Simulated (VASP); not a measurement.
Input of a VASP 6.6.1 run:

Contents of INCAR:

```
SYSTEM = ZnS
PREC = Accurate
ENCUT = 520
EDIFF = 1E-6
ISMEAR = 0
SIGMA = 0.05
LREAL = .FALSE.
LASPH = .TRUE.
NELM = 60
ALGO = Normal
ISIF = 2
LWAVE = .FALSE.
LCHARG = .FALSE.
GGA = PE
NBANDS = 26
```

File KPOINTS:

```
regular mesh
0
G
  12 12 4
  0 0 0
```

The input POSCAR:

```
ZnS
1.0
    3.8454929889      0.0000000000      0.0000000000
   -1.9227464944      3.3302946184      0.0000000000
    0.0000000000      0.0000000000      6.3053333047
Zn S
2 2
Direct
    0.3333333333      0.6666666667      0.0052197899
    0.6666666667      0.3333333333      0.5052197899
    0.4035453974      0.7368787307      0.3797802101
    0.6666666667      0.3333333333      0.8797802101
```

Potentials or basis: VASP PAW PBE potentials, release 64 (Zn, S).

Launch:

```bash
$ cat potpaw_PBE.64/Zn/POTCAR potpaw_PBE.64/S/POTCAR > POTCAR
$ mpirun -np 1 vasp_std > vasp.out
```

Problem. Estimate the largest force.

Solution. 1.992 eV/Å.

Problem. What does it give for the pressure?

Solution. 1.4 GPa.

Problem. Predict the band gap on the k mesh.

Solution. 2.04 eV, direct.

Stress tensor (GPa, compression positive):
```
-1.48 -1.09  0.11
-1.09  4.95  2.19
 0.11  2.19  0.61
```

Caveat: the cell differs from its parent crystal (atom 3 (S) moved -0.270 Å towards its neighbour atom 3 (S) at 3.845 Å); forces of over 1 eV/Å act on the atoms, so gaps and moduli don't describe the material at rest. A k mesh can miss the band edges.
